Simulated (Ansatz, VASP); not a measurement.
# One calculation of TiC, two programs

Contents of INCAR:

```
PREC = Accurate
ENCUT = 520
EDIFF = 1E-6
ISMEAR = 0
SIGMA = 0.15
LREAL = False
LASPH = True
NELM = 60
ALGO = Normal
ISIF = 2
LWAVE = False
LCHARG = False
GGA = PS
NBANDS = 15
```

Contents of KPOINTS:

```
regular mesh
0
Gamma
  24 24 24
```

Contents of POSCAR:

```
TiC
1.0
    0.0000000000      2.1466854843      2.0930183472
    2.1466854843      0.0000000000      2.0930183472
    2.1466854843      2.1466854843      0.0000000000
Ti C
1 1
Direct
    0.0000000000      0.0000000000      0.0000000000
    0.5000000000      0.5000000000      0.5000000000
```

Input for Ansatz:

```yaml
crystal:
  lattice:
    - [0.0, 2.1466854843, 2.0930183472]
    - [2.1466854843, 0.0, 2.0930183472]
    - [2.1466854843, 2.1466854843, 0.0]
  atoms:
    - { symbol: Ti, position: [0.0, 0.0, 0.0] }
    - { symbol: C, position: [0.5, 0.5, 0.5] }
basis:
  ecutwfc: 420
kpoints:
  mp_grid: { grid: [24, 24, 24] }
hamiltonian:
  xc: pbesol
scf:
  occupations: { method: gaussian, width: 0.15 }
output:
  forces: true
  stress: true
  eigenvalues: true
  write_density: true
  write_potential: true
  elf: true
  volumetric_format: npy
```

Change from the starting cell: strain +0.000 along x and y, -0.025 along z, atoms carried along.

Alike in both runs: task single point; functional PBEsol; k mesh 24 × 24 × 24; occupations gaussian, width 0.15 eV; no spin polarisation.

|  | VASP | Ansatz |
| --- | --- | --- |
| version | VASP 6.6.1 | Ansatz 0.2.0 |
| potentials or method | VASP PAW PBE potentials, release 64 (Ti_sv, C), cutoff 520 eV | scalar-relativistic, plane waves, PAW |
| valence electrons in the cell | 16 | 16 |

```csv
,VASP,Ansatz,Ansatz less VASP
gap on the k mesh at the Fermi level (eV),none,none,-
pressure (GPa),7.6,7.4,-0.11
"traceless stress, the component that is largest in VASP (GPa)",8.47,8.46,-0.006
```

VASP's potentials were made for PBE, not for PBEsol. A gap of «none» marks a metal or a gap that the smearing closes. With one functional, cell and mesh, what is left measures potentials, basis and numerics.
